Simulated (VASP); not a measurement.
# Si31C32 (a cell with a defect) in VASP: single point with PBEsol

Aim: the single point of Si31C32 (a cell with a defect) with PBEsol.

Everything below comes from runs of VASP 6.6.1. Logs are shortened: lines on timing, memory, paths and dates and some standing lists are left out, and cuts for length are marked.

## (1) The cell of the first run

The cell holds a defect, 63 atoms: a = 8.714 Å, b = 8.714 Å, c = 8.714 Å, α = 90.00°, β = 90.00°, γ = 90.00°.

## (2) Single point, PBEsol, collinear spin

The input, INCAR:

```
  ALGO = Normal
  EDIFF = 1E-6
  ENCUT = 520
  GGA = PS
  ISIF = 2
  ISMEAR = -1
  ISPIN = 2
  LASPH = True
  LCHARG = True
  LELF = True
  LORBIT = 11
  LREAL = Auto
  LVHAR = True
  LWAVE = False
  MAGMOM = 0 0 0 0 0 0 0 0 0 0 0 0 0 0 0 0 0 0 0 0 0 0 0 0 0 0 0 0 0 0 0 0 0 0 0 0 0 0 0.25 0 0.25 0 0 0 0 0 0 0 0 0.25 0 0 0 0 0 0 0 0 0 0.25 0 0 0
  NBANDS = 167
  NELECT = 253.0
  NELM = 150
  NUPDOWN = 1.0
  PREC = Accurate
  SIGMA = 0.05
```

The input, KPOINTS:

```
k-points
0
Gamma
  1 1 1
```

The input, POSCAR:

```
Si31C32
1.0
    8.7137060000      0.0000000000      0.0000000000
    0.0000000000      8.7137060000      0.0000000000
    0.0000000000      0.0000000000      8.7137060000
Si C
31 32
Direct
    0.0002370000      0.9998620000      0.0003830000
    0.0001370000      0.9997660000      0.5001780000
    0.0001370000      0.5000620000      0.0004750000
    0.0002480000      0.4999570000      0.5002870000
    0.5004340000      0.9997640000      0.0004730000
    0.5003290000      0.9998720000      0.5002830000
    0.5003280000      0.4999550000      0.0003670000
    0.2503300000      0.2499570000      0.0002160000
    0.2503250000      0.2499520000      0.4992590000
    0.2504120000      0.7499370000      0.0007900000
    0.2516740000      0.7487570000      0.5007480000
    0.7503160000      0.2500370000      0.0007880000
    0.7491210000      0.2513050000      0.5007410000
    0.7501590000      0.7497930000      0.0000180000
    0.7491040000      0.7487240000      0.4999690000
    0.2504120000      0.9994250000      0.2502950000
    0.2503240000      0.0000560000      0.7502970000
    0.2516770000      0.4995330000      0.2514960000
    0.2503410000      0.5009530000      0.7502850000
    0.7501650000      0.0002520000      0.2504460000
    0.7503160000      0.9994180000      0.7502120000
    0.7491070000      0.5002540000      0.2515180000
    0.7491050000      0.4995460000      0.7489220000
    0.9997920000      0.2500320000      0.2503010000
    0.0004330000      0.2499610000      0.7502950000
    0.0006310000      0.7498010000      0.2504450000
    0.9997890000      0.7499410000      0.7502190000
    0.4999130000      0.2513140000      0.2514980000
    0.5013250000      0.2499560000      0.7502850000
    0.5006180000      0.7487270000      0.2515210000
    0.4999220000      0.7487310000      0.7489150000
    0.1252290000      0.1248580000      0.1253570000
    0.1243240000      0.1239570000      0.6254860000
    0.1246660000      0.6249620000      0.1246490000
    0.1251130000      0.6253690000      0.6257360000
    0.6253320000      0.1242910000      0.1246520000
    0.6257430000      0.1247380000      0.6257290000
    0.6256800000      0.6253100000      0.1251680000
    0.6368340000      0.6364550000      0.6367600000
    0.3748990000      0.3745290000      0.1250330000
    0.3608280000      0.3604460000      0.6397490000
    0.3753980000      0.8756490000      0.1245610000
    0.3748930000      0.8752470000      0.6257420000
    0.8760280000      0.3750260000      0.1245610000
    0.8756110000      0.3745230000      0.6257410000
    0.8752760000      0.8749070000      0.1253430000
    0.8760400000      0.8756620000      0.6252010000
    0.3749140000      0.1247460000      0.3748500000
    0.3751060000      0.1239660000      0.8763080000
    0.3637640000      0.6364750000      0.3638090000
    0.3749210000      0.6253650000      0.8754690000
    0.8759340000      0.1242770000      0.3752920000
    0.8752770000      0.1248560000      0.8753730000
    0.8755020000      0.6253210000      0.3748990000
    0.8759250000      0.6249580000      0.8759830000
    0.1251090000      0.3745300000      0.3748520000
    0.1243430000      0.3747450000      0.8763030000
    0.1246580000      0.8755820000      0.3752910000
    0.1252320000      0.8748970000      0.8753810000
    0.6368540000      0.3634170000      0.3638050000
    0.6257370000      0.3745370000      0.8754780000
    0.6256870000      0.8751040000      0.3749020000
    0.6253280000      0.8755620000      0.8759760000
```

Potentials or basis: VASP PAW PBE potentials, release 64 (Si, C).

Command:

```bash
$ cat potpaw_PBE.64/Si/POTCAR potpaw_PBE.64/C/POTCAR > POTCAR
$ mpirun -np 1 vasp_gam > vasp.out
```

OUTCAR:

```text
EDIFF = 1E-6
   ENCUT = 520
   GGA = PS
   ISIF = 2
   ISMEAR = -1
   ISPIN = 2
   LASPH = True
   LORBIT = 11
   LREAL = Auto
   NELECT = 253.0
   NELM = 150
   NUPDOWN = 1.0
   PREC = Accurate

 ion  position               nearest neighbor table
   1  0.000  1.000  0.000-  46 1.89  32 1.89  59 1.89  53 1.89  27 3.08  16 3.08  24 3.08  21 3.08
                            12 3.08  10 3.08  26 3.08  20 3.08  14 3.08  17 3.08  25 3.08   8 3.08
   2  0.000  1.000  0.500-  47 1.88  58 1.88  52 1.88  33 1.88  26 3.08  20 3.08  21 3.08  27 3.08
                            24 3.08  16 3.08  17 3.08  25 3.08   9 3.08  15 3.09  11 3.10  13 3.10
   3  0.000  0.500  0.000-  44 1.88  55 1.88  34 1.88  57 1.88  14 3.08  26 3.08  12 3.08  24 3.08
                            27 3.08  10 3.08  25 3.08   8 3.08  19 3.08  22 3.09  18 3.10  23 3.10
   4  0.000  0.500  0.500-  54 1.89  45 1.89  56 1.89  35 1.89  26 3.08  23 3.08  13 3.08  24 3.08
                            22 3.08  27 3.08  15 3.08  25 3.08   9 3.08  19 3.08  18 3.08  11 3.08
   5  0.500  1.000  0.000-  42 1.88  63 1.88  36 1.88  49 1.88  14 3.08  20 3.08  16 3.08  10 3.08
                            21 3.08  12 3.08  17 3.08   8 3.08  29 3.08  30 3.09  28 3.10  31 3.10
   6  0.500  1.000  0.500-  62 1.89  43 1.89  48 1.89  37 1.89  20 3.08  11 3.08  31 3.08  16 3.08
                            30 3.08  21 3.08  15 3.08  17 3.08   9 3.08  29 3.08  13 3.08  28 3.08
   7  0.500  0.500  0.000-  38 1.89  40 1.89  51 1.89  61 1.89  14 3.08  28 3.08  18 3.08  10 3.08
                            12 3.08  30 3.08  22 3.08   8 3.08  19 3.08  29 3.08  23 3.08  31 3.08
   8  0.250  0.250  0.000-  40 1.88  49 1.88  57 1.89  32 1.89  25 3.08  17 3.08   7 3.08   1 3.08
                             5 3.08   3 3.08  16 3.08  24 3.08  18 3.09  28 3.09  29 3.09  19 3.09
   9  0.250  0.250  0.499-  41 1.83  56 1.88  48 1.88  33 1.90  18 3.06  28 3.06  16 3.08  24 3.08
[... 63 lines left out ...]
  50  0.364  0.636  0.364-  11 1.83  18 1.83  30 1.83
  51  0.375  0.625  0.875-  19 1.88  10 1.88  31 1.89   7 1.89
  52  0.876  0.124  0.375-   2 1.88  24 1.88  20 1.88  13 1.91
  53  0.875  0.125  0.875-   1 1.89  25 1.89  12 1.89  21 1.89
  54  0.876  0.625  0.375-  26 1.88  22 1.89  15 1.89   4 1.89
  55  0.876  0.625  0.876-   3 1.88  27 1.88  14 1.88  23 1.91
  56  0.125  0.375  0.375-   9 1.88  24 1.88  18 1.89   4 1.89
  57  0.124  0.375  0.876-   3 1.88   8 1.89  25 1.89  19 1.90
  58  0.125  0.876  0.375-   2 1.88  16 1.88  26 1.88  11 1.91
  59  0.125  0.875  0.875-   1 1.89  17 1.89  10 1.89  27 1.89
  60  0.637  0.363  0.364-  13 1.83  28 1.83  22 1.83
  61  0.626  0.375  0.875-  29 1.88  12 1.88  23 1.89   7 1.89
  62  0.626  0.875  0.375-  20 1.88  30 1.89  15 1.89   6 1.89
  63  0.625  0.876  0.876-   5 1.88  21 1.88  14 1.88  31 1.91

  LATTYP: Found a simple cubic cell.
 ALAT       =     8.7137060000

  Lattice vectors:

 A1 = (   8.7137060000,   0.0000000000,   0.0000000000)
 A2 = (   0.0000000000,   8.7137060000,   0.0000000000)
 A3 = (   0.0000000000,   0.0000000000,   8.7137060000)

Analysis of symmetry for initial positions (statically):
=====================================================================
 Subroutine PRICEL returns:
 Original cell was already a primitive cell.

 Routine SETGRP: Setting up the symmetry group for a
 simple cubic supercell.

 Subroutine GETGRP returns: Found  1 space group operations
 (whereof  1 operations were pure point group operations)
 out of a pool of 48 trial point group operations.

The static configuration has the point symmetry C_1 .

Analysis of symmetry for dynamics (positions and initial velocities):
=====================================================================
 Subroutine PRICEL returns:
 Original cell was already a primitive cell.

 Routine SETGRP: Setting up the symmetry group for a
 simple cubic supercell.

 Subroutine GETGRP returns: Found  1 space group operations
 (whereof  1 operations were pure point group operations)
 out of a pool of 48 trial point group operations.

The dynamic configuration has the point symmetry C_1 .

Analysis of structural, dynamic, and magnetic symmetry:
=====================================================================
 Subroutine PRICEL returns:
[... 209 lines left out ...]
   EDIFFG = 0.1E-04   stopping-criterion for IOM
   NSW    =      0    number of steps for IOM
   IBRION =     -1    ionic relax: 0-MD 1-quasi-New 2-CG
   NFREE  =      0    steps in history (QN), initial steepest desc. (CG)
   ISIF   =      2    stress and relaxation
   ISYM   =      2    0-nonsym 1-usesym 2-fastsym
   POTIM  = 0.5000    time-step for ionic-motion
   TEBEG  =    0.0;   TEEND  =   0.0 temperature during run
   PSTRESS=    0.0 pullay stress
   NELECT =     253.0000    total number of electrons
   NUPDOWN=       1.0000    fix difference up-down
   EMIN   =  10.00;   EMAX   =-10.00  energy-range for DOS
   EFERMI =   0.00;   METHOD = LEGACY
   ISMEAR =    -1;   SIGMA  =   0.05  broadening in eV -4-tet -1-fermi 0-gaus
   EFERMI_NEDOS =   21; number of points for ismear=-14 and -15
   IALGO  =     38    algorithm
   IMIX   =      4    mixing-type and parameters
     AMIX     =   0.40;   BMIX     =  1.00
     AMIX_MAG =   1.60;   BMIX_MAG =  1.00
  volume/ion in A,a.u.               =      10.50        70.87
  Fermi-wavevector in a.u.,A,eV,Ry     =   1.188262  2.245489 19.210962  1.411966
  Thomas-Fermi vector in A             =   2.324395
   LORBIT       =     11    0 simple, 1 ext, 2 COOP (PROOUT), +10 PAW based schemes
   GGA     = PS    functional components
   LHFCALC =     F    Hartree Fock is set to
   AEXX    =    0.0000 exact exchange contribution
   IVDW    =     0    specifies the selected vdW correction
   LEPSILON=     F    determine dielectric tensor
   LRPA    =     F    only Hartree local field effects (RPA)
 spin polarized calculation
  energy-cutoff  :      520.00
  volume of cell :      661.62
 maximum number of plane-waves:      8923
 NGX is ok and might be reduce to    70
   NGX = 33   NGY = 33   NGZ = 33

 number of electron     252.9999969 magnetization       1.0000001

 Free energy of the ion-electron system (eV)
  ---------------------------------------------------
  ext. energy  EPLUGINS =         0.00000000
  ---------------------------------------------------
  free energy    TOTEN  =      -483.59253977 eV

  energy without entropy =     -483.58801742  energy(sigma->0) =     -483.59027859

 E-fermi :   8.7907     XC(G=0): -11.4044

 val. band max:        8.5092215263   @ k =   0.0000   0.0000   0.0000
 cond. band min:       9.0962565180   @ k =   0.0000   0.0000   0.0000
 fundamental gap:      0.5870349917
 Fermi energy:         8.7516006189

 spin component 1

 k-point     1 :       0.0000    0.0000    0.0000
  band No.  band energies     occupation
      1      -7.6547      1.00000
      2      -6.1139      1.00000
      3      -6.1138      1.00000
      4      -6.0933      1.00000
      5      -6.0932      1.00000
      6      -6.0690      1.00000
[... 130 lines left out ...]
    137      11.9623      0.00000
    138      12.0495      0.00000
 Fermi energy:         8.7906597254

 spin component 2

 k-point     1 :       0.0000    0.0000    0.0000
  band No.  band energies     occupation
      1      -7.6429      1.00000
      2      -6.1058      1.00000
      3      -6.1057      1.00000
      4      -6.1023      1.00000
      5      -6.0535      1.00000
      6      -6.0534      1.00000
[... 130 lines left out ...]
    137      11.9621      0.00000
    138      12.0532      0.00000
 [bands above 138 left out]

------------------------ aborting loop because EDIFF is reached ----------------------------------------

  FORCE on cell =-STRESS in cart. coord.  units (eV):
  Direction    XX          YY          ZZ          XY          YZ          ZX
  --------------------------------------------------------------------------------------
  -------------------------------------------------------------------------------------
  Total       16.9177993     16.9121050     16.9119649      0.2862952     -0.2876597     -0.2888456
  in kB       40.9680924     40.9543032     40.9539640      0.6932917     -0.6965958     -0.6994676
  external PRESSURE =      40.9587865 kB  Pullay stress =       0.0000000 kB

 VOLUME and BASIS-vectors are now :
 -----------------------------------------------------------------------------
  energy-cutoff  :      520.00
  volume of cell :      661.62
      direct lattice vectors                 reciprocal lattice vectors
     8.713706000  0.000000000  0.000000000     0.114761733  0.000000000  0.000000000
     0.000000000  8.713706000  0.000000000     0.000000000  0.114761733  0.000000000
     0.000000000  0.000000000  8.713706000     0.000000000  0.000000000  0.114761733

 POSITION                                       TOTAL-FORCE (eV/Angst)
 -----------------------------------------------------------------------------------
      0.00207      8.71250      0.00334        -0.000112      0.001197     -0.001331
      0.00119      8.71167      4.35840        -0.000170      0.001064      0.000207
      0.00119      4.35739      0.00414         0.000402      0.000218     -0.000773
      0.00216      4.35648      4.35935        -0.000065     -0.000805      0.000687
      4.36063      8.71165      0.00412        -0.002346      0.001038     -0.000810
      4.35972      8.71259      4.35932        -0.001033      0.000568      0.000655
[... 55 lines left out ...]
      5.45205      7.62540      3.26679         0.005689     -0.003647     -0.003353
      5.44892      7.62939      7.63300         0.003457     -0.008522     -0.006855
 -----------------------------------------------------------------------------------
    total drift:                               -0.011900     -0.016387      0.001872

  FREE ENERGIE OF THE ION-ELECTRON SYSTEM (eV)
  ---------------------------------------------------
  free  energy   TOTEN  =      -483.5925397653 eV

  energy  without entropy=     -483.5880174175  energy(sigma->0) =     -483.59027859

 total charge

# of ion       s       p       d       tot
------------------------------------------
    1        0.702   0.984   0.000   1.686
    2        0.708   0.992   0.000   1.700
    3        0.708   0.992   0.000   1.700
    4        0.702   0.980   0.000   1.681
    5        0.708   0.992   0.000   1.700
    6        0.702   0.980   0.000   1.681
[... 55 lines left out ...]
   62        0.826   1.720   0.000   2.546
   63        0.830   1.711   0.000   2.540
--------------------------------------------------
tot         48.391  85.167   0.000 133.558

 magnetization (x)

# of ion       s       p       d       tot
------------------------------------------
    1       -0.000   0.000   0.000  -0.000
    2       -0.000   0.004   0.000   0.003
    3       -0.000   0.004   0.000   0.003
    4       -0.000   0.000   0.000   0.000
    5       -0.000   0.004   0.000   0.003
    6       -0.000   0.000   0.000   0.000
[... 55 lines left out ...]
   62        0.000   0.002   0.000   0.002
   63        0.002   0.028   0.000   0.030
--------------------------------------------------
tot          0.026   0.494   0.000   0.519
```

It took 15 min on 1 thread of AMD EPYC 7R13, shared host; peak memory 0.93 GiB.

Results:

- Free energy: -483.5925 eV
- Largest force: 0.024 eV/Å
- Net moment: 1.00 μB per cell
- Site moments: Si -0.00, +0.00, +0.01, -0.01 (each value once); C +0.00, -0.03, +0.03, -0.00, +0.24, -0.32, +0.01 (each value once) μB
- Valence electrons inside the program's atomic spheres: Si 1.69, 1.70, 1.68 (each value once); C 2.54, 2.55, 2.49, 2.48 (each value once)

Forces on the atoms (eV/Å):
```
Si   0.000  0.001 -0.001
Si   0.000  0.001  0.000
Si   0.000  0.000 -0.001
Si   0.000 -0.001  0.001
Si  -0.002  0.001 -0.001
Si  -0.001  0.001  0.001
Si  -0.001  0.000  0.000
Si   0.000  0.000 -0.001
Si  -0.001 -0.001 -0.006
Si   0.001  0.001 -0.001
Si   0.000  0.002  0.006
Si   0.001  0.000  0.000
Si   0.003  0.000  0.006
Si   0.000  0.000  0.002
Si   0.005  0.004 -0.008
Si   0.000  0.002 -0.001
Si   0.000  0.001  0.000
Si   0.000 -0.005 -0.001
Si   0.000  0.005 -0.001
Si   0.000 -0.002 -0.002
Si   0.002  0.002  0.000
Si   0.003  0.004 -0.001
Si   0.004 -0.007  0.001
Si   0.001  0.000 -0.002
Si  -0.001 -0.001 -0.001
Si  -0.001  0.001 -0.001
Si   0.002  0.001  0.000
Si  -0.005 -0.001 -0.001
Si   0.005 -0.001  0.001
Si   0.004  0.001  0.000
Si  -0.007  0.005  0.002
C    0.006  0.003  0.005
C    0.007  0.004  0.007
C    0.002  0.001  0.005
C    0.008  0.006  0.000
C    0.000  0.003  0.006
C    0.004  0.007  0.002
C    0.003  0.007  0.004
C   -0.011 -0.011 -0.007
C   -0.007 -0.005  0.003
C    0.005  0.003  0.000
C   -0.005 -0.009  0.012
C   -0.004 -0.005  0.002
C   -0.007 -0.003  0.011
C   -0.003 -0.005  0.003
C   -0.003 -0.005  0.004
C   -0.009 -0.011  0.004
C   -0.005  0.004 -0.003
C   -0.008  0.008 -0.010
C    0.016 -0.015  0.010
C   -0.005  0.006 -0.003
C   -0.009  0.012 -0.005
C   -0.004  0.003 -0.002
C   -0.005  0.005 -0.003
C   -0.008  0.006 -0.011
C    0.009 -0.003 -0.005
C    0.007 -0.005 -0.005
C    0.008 -0.007 -0.003
C    0.003 -0.005 -0.003
C   -0.010  0.012  0.008
C    0.004 -0.004 -0.006
C    0.006 -0.004 -0.003
C    0.003 -0.009 -0.007
```

Caveat: the k points lie up to 0.72 Å⁻¹ apart; the cell carries a net charge on a neutralising background, which shifts energy and pressure; the cell is charged against a uniform background, so pressure and absolute levels hang on convention; the PAW data sets were made with another functional, which shifts forces and pressure a little; the total moment is fixed, so each spin has its own Fermi level and the state may be an excited one.
